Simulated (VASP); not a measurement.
# Te (P3_121) in VASP: notebook

Te is run at these levels: PBE; tasks: single point.

Everything below comes from runs of VASP 6.6.1. Logs are shortened: lines on timing, memory, paths and dates and some standing lists are left out, and cuts for length are marked.

## Step 1: The cell of the first run

It takes space group P3_121 (No. 152, trigonal). The conventional cell has a = 4.378 Å, b = 4.378 Å, c = 5.963 Å, α = 90.00°, β = 90.00°, γ = 120.00°. Within 3.8 Å of Te (site symmetry 2) lie 6 Te at 2.91 to 3.40 Å.

## Step 2: Single point, PBE (33.00 Å³/atom)

Input file INCAR:

```
PREC = Accurate
ENCUT = 520
EDIFF = 1E-6
ISMEAR = 0
SIGMA = 0.01
LREAL = False
LASPH = True
NELM = 100
ALGO = Normal
ISIF = 2
LWAVE = False
LCHARG = True
GGA = PE
LELF = True
LVHAR = True
NBANDS = 16
```

Input file KPOINTS:

```
Automatic mesh
0
Gamma
  12 12 6
```

Input file POSCAR:

```
Te
1.0
    4.3784960998      0.0000000000      0.0000000000
   -2.1892480499      3.7918888528      0.0000000000
    0.0000000000      0.0000000000      5.9629429889
Te
3
Direct
    0.2799870906      0.0000000000      0.3333333333
    0.0000000000      0.2799870906      0.6666666667
    0.7200129094      0.7200129094      0.0000000000
```

Potentials or basis: VASP PAW PBE potentials, release 64 (Te).

Run with:

```bash
cat potpaw_PBE.64/Te/POTCAR > POTCAR
mpirun -np 1 vasp_std > vasp.out
```

OUTCAR:

```text
PREC = Accurate
   ENCUT = 520
   EDIFF = 1E-6
   ISMEAR = 0
   LREAL = False
   LASPH = True
   NELM = 100
   ISIF = 2
   GGA = PE

 ion  position               nearest neighbor table
   1  0.280  0.000  0.333-   3 2.91   2 2.91   3 3.40   3 3.40   2 3.40   2 3.40
   2  0.000  0.280  0.667-   3 2.91   1 2.91   3 3.40   3 3.40   1 3.40   1 3.40
   3  0.720  0.720  0.000-   1 2.91   2 2.91   1 3.40   2 3.40   2 3.40   1 3.40

  LATTYP: Found a hexagonal cell.
 ALAT       =     4.3784960998
 C/A-ratio  =     1.3618701154

  Lattice vectors:

 A1 = (   4.3784960998,   0.0000000000,   0.0000000000)
 A2 = (  -2.1892480499,   3.7918888528,   0.0000000000)
 A3 = (   0.0000000000,   0.0000000000,   5.9629429889)

Analysis of symmetry for initial positions (statically):
=====================================================================
 Subroutine PRICEL returns:
 Original cell was already a primitive cell.

 Routine SETGRP: Setting up the symmetry group for a
 hexagonal supercell.

 Subroutine GETGRP returns: Found  6 space group operations
 (whereof  2 operations were pure point group operations)
 out of a pool of 24 trial point group operations.

The static configuration has the point symmetry C_2 .
 The point group associated with its full space group is D_3 .

Analysis of symmetry for dynamics (positions and initial velocities):
=====================================================================
 Subroutine PRICEL returns:
 Original cell was already a primitive cell.

 Routine SETGRP: Setting up the symmetry group for a
 hexagonal supercell.

 Subroutine GETGRP returns: Found  6 space group operations
 (whereof  2 operations were pure point group operations)
 out of a pool of 24 trial point group operations.

The dynamic configuration has the point symmetry C_2 .
 The point group associated with its full space group is D_3 .

 Subroutine INISYM returns: Found  6 space group operations
 (whereof  2 operations are pure point group operations),
 and found     1 'primitive' translations

----------------------------------------------------------------------------------------

                                     Primitive cell

  volume of cell :      99.0014

  direct lattice vectors                    reciprocal lattice vectors
     4.378496100  0.000000000  0.000000000     0.228388921  0.131860405  0.000000000
    -2.189248050  3.791888853  0.000000000     0.000000000  0.263720810  0.000000000
     0.000000000  0.000000000  5.962942989     0.000000000  0.000000000  0.167702425

  length of vectors
     4.378496100  4.378496100  5.962942989     0.263720810  0.263720810  0.167702425

  position of ions in fractional coordinates (direct lattice)
     0.279987091  0.000000000  0.333333333
     0.000000000  0.279987091  0.666666667
     0.720012909  0.720012909  0.000000000

  ion indices of the primitive-cell ions
   primitive index   ion index
                 1           1
                 2           2
                 3           3

----------------------------------------------------------------------------------------

 KPOINTS: Automatic mesh

Automatic generation of k-mesh.
 Grid dimensions read from file:
 generate k-points for:   12   12    6

 Generating k-lattice:

  Cartesian coordinates                     Fractional coordinates (reciprocal lattice)
     0.019032410  0.010988367  0.000000000     0.083333333  0.000000000  0.000000000
     0.000000000  0.021976734  0.000000000     0.000000000  0.083333333  0.000000000
     0.000000000  0.000000000  0.027950404     0.000000000  0.000000000  0.166666667

  Length of vectors
     0.021976734  0.021976734  0.027950404

  Shift w.r.t. Gamma in fractional coordinates (k-lattice)
     0.000000000  0.000000000  0.000000000

 Subroutine IBZKPT returns following result:
 ===========================================

 Found    100 irreducible k-points:

 Following reciprocal coordinates:
            Coordinates               Weight
  0.000000  0.000000  0.000000      1.000000
  0.083333  0.000000  0.000000      6.000000
  0.166667  0.000000  0.000000      6.000000
  0.250000 -0.000000  0.000000      6.000000
  0.333333  0.000000  0.000000      6.000000
  0.416667 -0.000000  0.000000      6.000000
[... 16 lines left out ...]
  0.166667  0.000000  0.166667      6.000000
  0.000000  0.166667  0.166667      6.000000
 [... further k-points ...]
   k-points           NKPTS =    100   k-points in BZ     NKDIM =    100   number of bands    NBANDS=     16
   number of dos      NEDOS =    301   number of ions     NIONS =      3
   total plane-waves  NPLWV =  62208
   dimension x,y,z NGX =    36 NGY =   36 NGZ =   48
   dimension x,y,z NGXF=    72 NGYF=   72 NGZF=   96
   ions per type =               3
   NGX,Y,Z   is equivalent  to a cutoff of  13.67, 13.67, 13.38 a.u.
   NGXF,Y,Z  is equivalent  to a cutoff of  27.34, 27.34, 26.76 a.u.
 SYSTEM =  unknown system
   PREC   = accura    normal or accurate (medium, high low for compatibility)
   ISTART =      0    job   : 0-new  1-cont  2-samecut
   ICHARG =      2    charge: 1-file 2-atom 10-const
   ISPIN  =      1    spin polarized calculation?
   LNONCOLLINEAR =      F non collinear calculations
   LSORBIT =      F    spin-orbit coupling
   LASPH  =      T    aspherical Exc in radial PAW
   ENCUT  =  520.0 eV  38.22 Ry    6.18 a.u.   8.14  8.14 11.09*2*pi/ulx,y,z
   NELM   =    100;   NELMIN=  2; NELMDL= -5     # of ELM steps
   EDIFF  = 0.1E-05   stopping-criterion for ELM
   LREAL  =      F    real-space projection
   EDIFFG = 0.1E-04   stopping-criterion for IOM
   NSW    =      0    number of steps for IOM
   IBRION =     -1    ionic relax: 0-MD 1-quasi-New 2-CG
   NFREE  =      0    steps in history (QN), initial steepest desc. (CG)
   ISIF   =      2    stress and relaxation
   ISYM   =      2    0-nonsym 1-usesym 2-fastsym
   POTIM  = 0.5000    time-step for ionic-motion
   TEBEG  =    0.0;   TEEND  =   0.0 temperature during run
   PSTRESS=    0.0 pullay stress
   NELECT =      18.0000    total number of electrons
   NUPDOWN=      -1.0000    fix difference up-down
   EMIN   =  10.00;   EMAX   =-10.00  energy-range for DOS
   EFERMI =   0.00;   METHOD = LEGACY
   ISMEAR =     0;   SIGMA  =   0.01  broadening in eV -4-tet -1-fermi 0-gaus
   EFERMI_NEDOS =   21; number of points for ismear=-14 and -15
   IALGO  =     38    algorithm
   IMIX   =      4    mixing-type and parameters
     AMIX     =   0.40;   BMIX     =  1.00
     AMIX_MAG =   1.60;   BMIX_MAG =  1.00
  volume/ion in A,a.u.               =      33.00       222.70
  Fermi-wavevector in a.u.,A,eV,Ry     =   0.927439  1.752605 11.702952  0.860143
  Thomas-Fermi vector in A             =   2.053509
   LORBIT       =      0    0 simple, 1 ext, 2 COOP (PROOUT), +10 PAW based schemes
   GGA     = PE    functional components
   LHFCALC =     F    Hartree Fock is set to
   AEXX    =    0.0000 exact exchange contribution
   IVDW    =     0    specifies the selected vdW correction
   LEPSILON=     F    determine dielectric tensor
   LRPA    =     F    only Hartree local field effects (RPA)
 non-spin polarized calculation
 Gauss-broadening in eV      SIGMA  =   0.01
  energy-cutoff  :      520.00
  volume of cell :       99.00
 maximum number of plane-waves:      2700
 NGX is ok and might be reduce to    36
   NGX = 17   NGY = 17   NGZ = 23

 number of electron      18.0000000 magnetization

 Free energy of the ion-electron system (eV)
  ---------------------------------------------------
  ext. energy  EPLUGINS =         0.00000000
  ---------------------------------------------------
  free energy    TOTEN  =        -9.40747150 eV

  energy without entropy =       -9.40747150  energy(sigma->0) =       -9.40747150

 E-fermi :   6.3582     XC(G=0):  -9.2154

 val. band max:        6.3217506651   @ k =   0.3333   0.3333   0.5000
 cond. band min:       6.3936448381   @ k =   0.3333   0.3333   0.5000
 fundamental gap:      0.0718941730
 Fermi energy:         6.3581977232

 k-point     1 :       0.0000    0.0000    0.0000
  band No.  band energies     occupation
      1      -7.3984      2.00000
      2      -4.0944      2.00000
      3      -4.0944      2.00000
      4       3.3586      2.00000
      5       3.6881      2.00000
      6       3.6881      2.00000
[... 8 lines left out ...]
     15      12.4820      0.00000
     16      12.5020      0.00000

 k-point     2 :       0.0833    0.0000    0.0000
  band No.  band energies     occupation
      1      -7.3461      2.00000
      2      -4.1028      2.00000
      3      -4.0790      2.00000
      4       2.8813      2.00000
      5       3.3376      2.00000
      6       3.5110      2.00000
[... 8 lines left out ...]
     15      12.3803      0.00000
     16      12.5558      0.00000

 k-point     3 :       0.1667    0.0000    0.0000
  band No.  band energies     occupation
      1      -7.1918      2.00000
      2      -4.1463      2.00000
      3      -4.0341      2.00000
      4       2.1399      2.00000
      5       2.8337      2.00000
      6       3.1901      2.00000
[... 8 lines left out ...]
     15      12.4199      0.00000
     16      12.9082      0.00000

 k-point     4 :       0.2500   -0.0000    0.0000
  band No.  band energies     occupation
      1      -6.9461      2.00000
      2      -4.2678      2.00000
      3      -3.9666      2.00000
      4       1.5973      2.00000
      5       2.3632      2.00000
      6       2.8706      2.00000
[... 8 lines left out ...]
     15      12.7551      0.00000
     16      13.5425      0.00000

 k-point     5 :       0.3333    0.0000    0.0000
  band No.  band energies     occupation
      1      -6.6327      2.00000
      2      -4.4942      2.00000
      3      -3.8922      2.00000
      4       1.3496      2.00000
      5       1.9981      2.00000
      6       2.6190      2.00000
[... 8 lines left out ...]
     15      13.4260      0.00000
     16      14.2595      0.00000

 k-point     6 :       0.4167   -0.0000    0.0000
  band No.  band energies     occupation
      1      -6.3123      2.00000
      2      -4.7775      2.00000
      3      -3.8332      2.00000
      4       1.3460      2.00000
      5       1.8095      2.00000
      6       2.4773      2.00000
[... 8 lines left out ...]
     15      14.3765      0.00000
     16      14.9595      0.00000
[... 267 lines left out ...]
 k-point    21 :       0.0833    0.0000    0.1667
  band No.  band energies     occupation
      1      -7.2472      2.00000
      2      -5.0004      2.00000
      3      -3.1645      2.00000
      4       2.7784      2.00000
      5       3.3760      2.00000
      6       3.7203      2.00000
[... 8 lines left out ...]
     15      11.9110      0.00000
     16      12.4817      0.00000

 k-point    22 :       0.0000    0.0833    0.1667
  band No.  band energies     occupation
      1      -7.2467      2.00000
      2      -5.0050      2.00000
      3      -3.1545      2.00000
      4       2.9047      2.00000
      5       3.0666      2.00000
      6       3.6036      2.00000
[... 8 lines left out ...]
     15      12.0106      0.00000
     16      12.4692      0.00000

 k-point    23 :       0.1667    0.0000    0.1667
  band No.  band energies     occupation
      1      -7.0968      2.00000
      2      -4.9186      2.00000
      3      -3.2974      2.00000
      4       2.2557      2.00000
      5       3.1109      2.00000
      6       3.3518      2.00000
[... 8 lines left out ...]
     15      12.0501      0.00000
     16      12.4286      0.00000

 k-point    24 :       0.0000    0.1667    0.1667
  band No.  band energies     occupation
      1      -7.0932      2.00000
      2      -4.9560      2.00000
      3      -3.2224      2.00000
      4       2.2365      2.00000
      5       2.4773      2.00000
      6       3.2445      2.00000
[... 8 lines left out ...]
     15      12.4026      0.00000
     16      12.9357      0.00000

 [... further k-points ...]

------------------------ aborting loop because EDIFF is reached ----------------------------------------

  FORCE on cell =-STRESS in cart. coord.  units (eV):
  Direction    XX          YY          ZZ          XY          YZ          ZX
  --------------------------------------------------------------------------------------
  -------------------------------------------------------------------------------------
  Total        0.8960245      0.8960245      0.9205664     -0.0000000      0.0000000      0.0000000
  in kB       14.5007087     14.5007087     14.8978808     -0.0000000      0.0000000      0.0000000
  external PRESSURE =      14.6330994 kB  Pullay stress =       0.0000000 kB

 VOLUME and BASIS-vectors are now :
 -----------------------------------------------------------------------------
  energy-cutoff  :      520.00
  volume of cell :       99.00
      direct lattice vectors                 reciprocal lattice vectors
     4.378496100  0.000000000  0.000000000     0.228388921  0.131860405  0.000000000
    -2.189248050  3.791888853  0.000000000     0.000000000  0.263720810  0.000000000
     0.000000000  0.000000000  5.962942989     0.000000000  0.000000000  0.167702425

 POSITION                                       TOTAL-FORCE (eV/Angst)
 -----------------------------------------------------------------------------------
      1.22592      0.00000      1.98765         0.008346     -0.000000     -0.000000
     -0.61296      1.06168      3.97530        -0.004173      0.007228      0.000000
      1.57629      2.73021      0.00000        -0.004173     -0.007228     -0.000000
 -----------------------------------------------------------------------------------
    total drift:                                0.000000     -0.000000      0.000000

  FREE ENERGIE OF THE ION-ELECTRON SYSTEM (eV)
  ---------------------------------------------------
  free  energy   TOTEN  =        -9.4074714997 eV

  energy  without entropy=       -9.4074714996  energy(sigma->0) =       -9.40747150
```

Run time: 58 s. Hardware: 1 thread of Intel Xeon 6975P-C (Granite Rapids), shared host; peak memory 0.3 GiB.

What came out:

```
Free energy            : -9.4075 eV
Pressure               : 1.5 GPa
Largest force          : 0.008 eV/Å
Band gap on the k mesh : 0.07 eV
```

Forces on the atoms (eV/Å):
```
Te   0.008  0.000  0.000
Te  -0.004  0.007  0.000
Te  -0.004 -0.007  0.000
```

Caveat: spin-orbit coupling is left out, which moves the levels of the heavy elements.

## Step 3: Single point, PBE (34.05 Å³/atom)

This run uses another cell than the first one, of 34.05 Å³/atom.

Input file INCAR:

```
SYSTEM = Te
ALGO = Normal
EDIFF = 1E-7
ENCUT = 520
GGA = PE
ISIF = 2
ISMEAR = 0
LASPH = .True.
LCHARG = .False.
LREAL = .False.
LWAVE = .False.
NBANDS = 16
NELM = 100
PREC = Accurate
SIGMA = 0.01
```

Input file KPOINTS:

```
k-points
0
Gamma
  12 12 6
  0 0 0
```

Input file POSCAR:

```
Te
1.0
    4.4505729665      0.0000000000      0.0000000000
   -2.2252864832      3.8543092504      0.0000000000
    0.0000000000      0.0000000000      5.9555602271
Te
3
Direct
    0.2741678434      0.0000000000      0.3333333333
    0.0000000000      0.2741678434      0.6666666667
    0.7258321566      0.7258321566      0.0000000000
```

Potentials or basis: VASP PAW PBE potentials, release 64 (Te).

Run with:

```bash
cat potpaw_PBE.64/Te/POTCAR > POTCAR
mpirun -np 1 vasp_std > vasp.out
```

Wall time 66 s (1 thread of Intel Xeon 6975P-C (Granite Rapids), shared host); peak memory 0.31 GiB.

Results (log left out):

```
Free energy            : -9.4268 eV
Pressure               : 0.6 GPa
Largest force          : 0.008 eV/Å
Band gap on the k mesh : 0.15 eV
```

Forces in eV/Å, atoms in the order of the input:
```
Te   0.008  0.000  0.000
Te  -0.004  0.007  0.000
Te  -0.004 -0.007  0.000
```

Levels at points of the mesh, in eV from the valence-band top:
```csv
k point,band 6,band 7,band 8,band 9,band 10,band 11,band 12,band 13
"(0.00, 0.00, 0.00)",-2.68,-1.68,-1.68,-0.92,0.98,0.98,1.57,4.99
"(0.50, 0.00, 0.00)",-3.60,-3.55,-0.93,-0.77,0.76,0.79,2.88,3.64
"(0.00, 0.00, 0.50)",-2.62,-1.29,-0.97,-0.97,0.40,0.40,0.41,4.00
"(0.50, 0.00, 0.50)",-3.58,-2.49,-2.17,-0.20,0.66,1.94,2.53,4.52
```

Caveat: spin-orbit coupling is left out, which moves the levels of the heavy elements.

## Step 4: Single point, PBE

This run uses another cell than the first one, of 35.11 Å³/atom.

Input file INCAR:

```
PREC = Accurate
ENCUT = 520
EDIFF = 1E-6
ISMEAR = 0
SIGMA = 0.01
LREAL = F
LASPH = T
NELM = 60
ALGO = Normal
ISIF = 2
LWAVE = F
LCHARG = T
GGA = PE
LELF = T
LVHAR = T
NBANDS = 16
```

Input file KPOINTS:

```
Automatic mesh
0
Gamma
  12 12 6
```

Input file POSCAR:

```
Te
1.0
    4.5186668005      0.0000000000      0.0000000000
   -2.2593334002      3.9132802405      0.0000000000
    0.0000000000      0.0000000000      5.9561016534
Te
3
Direct
    0.2682940022      0.0000000000      0.3333333333
    0.0000000000      0.2682940022      0.6666666667
    0.7317059978      0.7317059978      0.0000000000
```

Run with:

```bash
cat potpaw_PBE.64/Te/POTCAR > POTCAR
mpirun -np 1 vasp_std > vasp.out
```

Wall time 57 s (1 thread of Intel Xeon 6975P-C (Granite Rapids), shared host); peak memory 0.31 GiB.

The run converged. Its results:

```
Free energy            : -9.4320 eV
Pressure               : 0.0 GPa
Largest force          : 0.008 eV/Å
Band gap on the k mesh : 0.21 eV
```

Forces in eV/Å, atoms in the order of the input:
```
Te   0.008  0.000  0.000
Te  -0.004  0.007  0.000
Te  -0.004 -0.007  0.000
```

Levels at points of the mesh, in eV from the valence-band top:
```csv
k point,band 5,band 6,band 7,band 8,band 9,band 10,band 11,band 12,band 13,band 14
"(0.00, 0.00, 0.00)",-2.71,-2.71,-1.60,-1.60,-0.79,1.00,1.00,1.56,5.05,5.05
"(0.50, 0.00, 0.00)",-4.23,-3.44,-3.32,-0.97,-0.77,0.87,0.93,3.10,3.59,7.27
"(0.00, 0.00, 0.50)",-2.58,-2.58,-1.26,-1.00,-1.00,0.48,0.48,0.51,4.17,5.31
"(0.50, 0.00, 0.50)",-3.54,-3.51,-2.33,-1.99,-0.15,0.80,1.93,2.49,4.64,5.35
```

Caveat: spin-orbit coupling is left out, which moves the levels of the heavy elements. A k mesh can miss the band edges.

## Step 5: Single point, PBE

This run uses another cell than the first one, of 35.11 Å³/atom.

Input file INCAR:

```
SYSTEM = Te
ALGO = Normal
EDIFF = 1E-7
ENCUT = 520
GGA = PE
ISIF = 2
ISMEAR = 0
LASPH = .TRUE.
LCHARG = .FALSE.
LREAL = .FALSE.
LWAVE = .FALSE.
NBANDS = 16
NELM = 100
PREC = Accurate
SIGMA = 0.01
```

Input file KPOINTS:

```
k-points
0
G
  12 12 6
  0 0 0
```

POSCAR is that of step 4.

Run with:

```bash
cat potpaw_PBE.64/Te/POTCAR > POTCAR
mpirun -np 1 vasp_std > vasp.out
```

It took 66 s on 1 thread of Intel Xeon 6975P-C (Granite Rapids), shared host; peak memory 0.31 GiB.

It converged, with:

| Item | Value |
| --- | --- |
| Free energy | -9.4320 eV |
| Pressure | 0.0 GPa |
| Largest force | 0.008 eV/Å |
| Band gap on the k mesh | 0.21 eV |

Forces in eV/Å, atoms in the order of the input:
```
Te   0.008  0.000  0.000
Te  -0.004  0.007  0.000
Te  -0.004 -0.007  0.000
```

Levels at points of the mesh, in eV from the valence-band top:
```csv
k point,band 5,band 6,band 7,band 8,band 9,band 10,band 11,band 12,band 13,band 14
"(0.00, 0.00, 0.00)",-2.71,-2.71,-1.60,-1.60,-0.79,1.00,1.00,1.56,5.05,5.05
"(0.50, 0.00, 0.00)",-4.23,-3.44,-3.32,-0.97,-0.77,0.87,0.93,3.10,3.59,7.27
"(0.00, 0.00, 0.50)",-2.58,-2.58,-1.26,-1.00,-1.00,0.48,0.48,0.51,4.17,5.31
"(0.50, 0.00, 0.50)",-3.54,-3.51,-2.33,-1.99,-0.15,0.80,1.93,2.49,4.64,5.35
```

Caveat: spin-orbit coupling is left out, which moves the levels of the heavy elements.

## Step 6: Overview

| cell | gap on the mesh (eV) | pressure (GPa) | largest force (eV/Å) |
| --- | --- | --- | --- |
| a = 4.378, b = 4.378, c = 5.963 Å, angles 90.0, 90.0, 120.0°, 3 atoms, atomic positions A | 0.07 | 1.5 | 0.01 |
| a = 4.451, b = 4.451, c = 5.956 Å, angles 90.0, 90.0, 120.0°, 3 atoms, atomic positions B | 0.15 | 0.6 | 0.01 |
| a = 4.519, b = 4.519, c = 5.956 Å, angles 90.0, 90.0, 120.0°, 3 atoms, atomic positions C | 0.21 | 0.0 | 0.01 |

Alike in all rows: task single point; level PBE; potentials or basis VASP PAW PBE potentials, release 64 (Te); no spin polarisation; k mesh 12 × 12 × 6; cutoff (eV) 520; smearing gaussian 0.01 eV.

Caveats: spin-orbit coupling is left out, which moves the levels of the heavy elements.

Absolute energies hang on the potentials; compare differences alone.
